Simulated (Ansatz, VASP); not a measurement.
# Si: VASP beside Ansatz

INCAR

```
PREC = Accurate ; ENCUT = 520
EDIFF = 1E-6 ; ISMEAR = 0
SIGMA = 0.1 ; LREAL = False
LASPH = True ; NELM = 80
ALGO = Normal ; ISIF = 2
LWAVE = False ; LCHARG = True
LDIPOL = True ; IDIPOL = 3
DIPOL = 0.5 0.5 0.500 ; GGA = CA
LELF = True ; LVHAR = True
LVACPOTAV = True ; NBANDS = 11
```

Contents of KPOINTS:

```
regular mesh
0
Gamma
  15 15 1
```

The input POSCAR:

```
Si
1.0
    3.8310000000      0.0000000000      0.0000000000
   -1.9155000000      3.3177433219      0.0000000000
    0.0000000000      0.0000000000     28.0000000000
Si
2
Direct
    0.3333333333      0.6666666667      0.5051071429
    0.6666666667      0.3333333333      0.4948928571
```

Input for Ansatz:

```yaml
crystal:
  lattice:
    - [3.831, 0.0, 0.0]
    - [-1.9155, 3.3177433219, 0.0]
    - [0.0, 0.0, 28.0]
  atoms:
    - { symbol: Si, position: [0.3333333333, 0.6666666667, 0.5051071429] }
    - { symbol: Si, position: [0.6666666667, 0.3333333333, 0.4948928571] }
  periodic: [true, true, false]
basis:
  ecutwfc: 420
kpoints:
  mp_grid: { grid: [15, 15, 1] }
hamiltonian:
  xc: lda
  pseudopotentials: { kind: paw, azcp: { folder: soft_1 } }
scf:
  occupations: { method: gaussian, width: 0.1 }
output:
  forces: true
  stress: true
  eigenvalues: true
```

Alike in both runs: task single point; functional LDA; k mesh 15 × 15 × 1; occupations gaussian, width 0.1 eV; no spin polarisation.

```csv
,VASP,Ansatz
version,VASP 6.6.1,Ansatz 0.2.0
potentials or method,"VASP PAW LDA potentials, release 64 (Si), cutoff 520 eV","scalar-relativistic, plane waves, PAW"
valence electrons in the cell,8,8
```

Ansatz gave:

```
gap on the k mesh at the Fermi level (eV)  : none
rms of the force components (eV/Å)         : 0.081
work function, face that differs most (eV) : 4.75
```

Problem. What did VASP give for the same quantities?

Solution. gap on the k mesh at the Fermi level (eV): none; rms of the force components (eV/Å): 0.082; work function, face that differs most (eV): 4.76.

Ansatz warns that its potentials were made for another functional, while VASP's fit it. LDA's correlation is that of Perdew and Zunger in VASP and of Perdew and Wang (1992) in Ansatz. Atom by atom the forces differ by 0.001 eV/Å (rms over components). A gap of «none» marks a metal or a gap that the smearing closes.
